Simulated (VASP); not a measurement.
Set up this calculation in VASP 6.6.1, as the native input.

- Task: single point
- Functional: PBE
- Dispersion: D3(BJ)
- Potentials or basis: VASP PAW PBE potentials, release 64 (C, O, H)
- Cutoff: 520 eV
- k mesh: 1 × 1 × 1
- Occupations: fermi-dirac, width 0.02 eV
- Spin: no spin polarisation
- Dipole correction: no
- Further INCAR settings: LREAL = Auto; ALGO = Normal; EDIFF = 1e-06; NBANDS = 64

The structure of H6C2O lies in POSCAR:

```
H6C2O
1.0
    7.2936330000      0.0000000000      0.0000000000
    0.0000000000      7.2936330000      0.0000000000
    0.0000000000      0.0000000000      7.2936330000
C O H
8 4 24
Direct
    0.3812503316      0.0194416144      0.2185467791
    0.4284010451      0.1755777950      0.0784794080
    0.5043165731      0.6950445683      0.6296313511
    0.3432582912      0.5717589574      0.5626414162
    0.9966775131      0.0413237134      0.5551691455
    0.8546632385      0.1614970208      0.4683948315
    0.8960006625      0.8699779657      1.0130205345
    0.9815547341      0.6774538834      0.9773318729
    0.3044847472      0.3333592463      0.1137978837
    0.4044075154      0.4081916378      0.4642679444
    0.6842680458      0.1541344348      0.5714847457
    0.8375387136      0.5287762628      0.9802522282
    0.3450680888      0.4218885156      0.0340845228
    0.5728695151      0.2240173039      0.1005808765
    0.4109063343      0.1198579638     -0.0655777443
    0.3793445598     -0.1237654815      0.1559305219
    0.4718636104      0.0244322685      0.3332084299
    0.2432395488      0.0413374240      0.2698243797
    0.3484683148      0.4210658803      0.3355392299
    0.2412240923      0.5296948722      0.6772482246
    0.2520965889      0.6426975418      0.4658172409
    0.4530938148      0.8345772265      0.6606721232
    0.5724993292      0.6326339699      0.7481593878
    0.6175797439      0.7041072673      0.5249921404
    0.6009488001      0.2471470665      0.5197958274
    0.8982354884      0.3046081425      0.4666947185
    0.8117765180      0.1266035733      0.3359094158
    1.1093099968      0.0231571838      0.4532446313
    1.0607059609      0.1060239801      0.6727785728
    0.9521043902     -0.0930674741      0.5981244189
    0.8158074309      0.4532446313      0.8736112716
    1.0381520430      0.6792088387      0.8397324077
    1.0922814460      0.6321815205      1.0666837775
    1.0136100898      0.9653351080      1.0233583181
    0.8087601885      0.9137832956      0.8987702014
    0.8222514075      0.8752154105      1.1456156349
```

These files were run (other wordings do the same):

INCAR

```
ALGO = Normal
EDIFF = 1E-6
ENCUT = 520
GGA = PE
ISIF = 2
ISMEAR = -1
IVDW = 12
LASPH = True
LCHARG = False
LREAL = Auto
LWAVE = False
NBANDS = 64
NELM = 100
PREC = Accurate
SIGMA = 0.02
```

KPOINTS

```
k-points
0
Gamma
  1 1 1
```

Potentials or basis: VASP PAW PBE potentials, release 64 (C, O, H).

The run is started by

```console
$ cat potpaw_PBE.64/C/POTCAR potpaw_PBE.64/O/POTCAR potpaw_PBE.64/H/POTCAR > POTCAR
$ mpirun -np 1 vasp_gam > vasp.out
```

It gave:

| Property | Result |
| --- | --- |
| Pressure | -1.5 GPa |
| Largest force | 3.383 eV/Å |
| Band gap on the k mesh | 4.43 eV |
| Dispersion energy per atom | -0.036 eV |

Caveat: the k points lie up to 0.86 Å⁻¹ apart.

It took 30 s on 1 thread of Intel(R) Xeon(R) 6975P-C (Granite Rapids), with other jobs on the host, peak memory 0.34 GiB.
